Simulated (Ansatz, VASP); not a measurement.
# WC in VASP and in Ansatz

```
CELL_PARAMETERS angstrom
2.87120 0.00000 0.00000
-1.43560 2.48653 0.00000
0.00000 0.00000 2.80042
ATOMIC_POSITIONS crystal
W 0.00000 0.00000 0.00000
C 0.66667 0.33333 0.50000
```

Change from the starting cell: volume scaled by 0.97, PAW files.

Alike in both runs: task electric field gradients; functional PBE; k mesh 13 × 13 × 12; occupations fermi-dirac, width 0.05 eV; no spin polarisation.

|  | VASP | Ansatz |
| --- | --- | --- |
| version | VASP 6.6.1 | Ansatz 0.2.0 |
| potentials or method | VASP PAW PBE potentials, release 64 (W_sv, C) | PAW with Ansatz's default frozen-core files, scalar-relativistic |
| plane-wave cutoff (eV) | 520 | 420 |
| valence electrons in the cell | 18 | 18 |

Ansatz gave:

| Item | Value |
| --- | --- |
| pressure (GPa) | 22.0 |
| traceless stress, the component that is largest in VASP (GPa) | 1.40 |
| size of Vzz on the site where it differs most (V/Å²) | 153.4 |

Task: Estimate VASP's values.

Result: Pressure (GPa): 23.4; traceless stress, the component that is largest in VASP (GPa): 1.64; size of Vzz on the site where it differs most (V/Å²): 157.3.

Neither program's run includes spin-orbit coupling.
